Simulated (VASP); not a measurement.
## Hf: single point with PBEsol

Hf:

```
Hf
1.0
     3.08130    0.00000    0.00000
    -1.54065    2.66848    0.00000
     0.00000    0.00000    5.29600
Hf
2
Cartesian
  0.0000 1.7790 1.3240
  1.5407 0.8895 3.9720
```

```json
{"Program": "VASP 6.6.1", "Task": "single point", "Functional": "PBEsol", "Potentials or basis": "VASP PAW PBE potentials, release 64 (Hf_pv)", "Cutoff": "520 eV", "k mesh": "18 × 18 × 10", "Occupations": "gaussian, width 0.15 eV", "Spin": "no spin polarisation"}
```

- Pressure: -1.3 GPa
- Band gap on the k mesh: zero (bands 10 and 11 overlap by 1.08 eV)

Stress tensor (GPa, compression positive):
```
 1.91  0.00  0.00
 0.00  1.91  0.00
 0.00  0.00 -7.58
```

Levels at points of the mesh, in eV from the Fermi level:
| k point | band 7 | band 8 | band 9 | band 10 | band 11 | band 12 | band 13 | band 14 |
| --- | --- | --- | --- | --- | --- | --- | --- | --- |
| (0.00, 0.00, 0.00) | -7.44 | -4.00 | 0.15 | 0.69 | 1.38 | 1.38 | 2.02 | 2.02 |
| (0.50, 0.00, 0.00) | -3.30 | -2.84 | -2.39 | -0.36 | 0.48 | 1.31 | 1.40 | 6.32 |
| (0.00, 0.00, 0.50) | -5.65 | -5.65 | -0.24 | -0.24 | 1.40 | 1.40 | 1.40 | 1.40 |
| (0.50, 0.00, 0.50) | -3.46 | -3.46 | -1.24 | -1.24 | 1.42 | 1.42 | 3.11 | 3.11 |

Wall time 89 s on 1 thread of Intel Xeon 6975P-C, with other jobs on the host, peak memory 0.26 GiB.

Caveat: the stress differs along the axes, from -8 to 2 GPa; the PAW data sets were made with another functional, which shifts forces and pressure a little; spin-orbit coupling is left out, which moves the levels of the heavy elements.
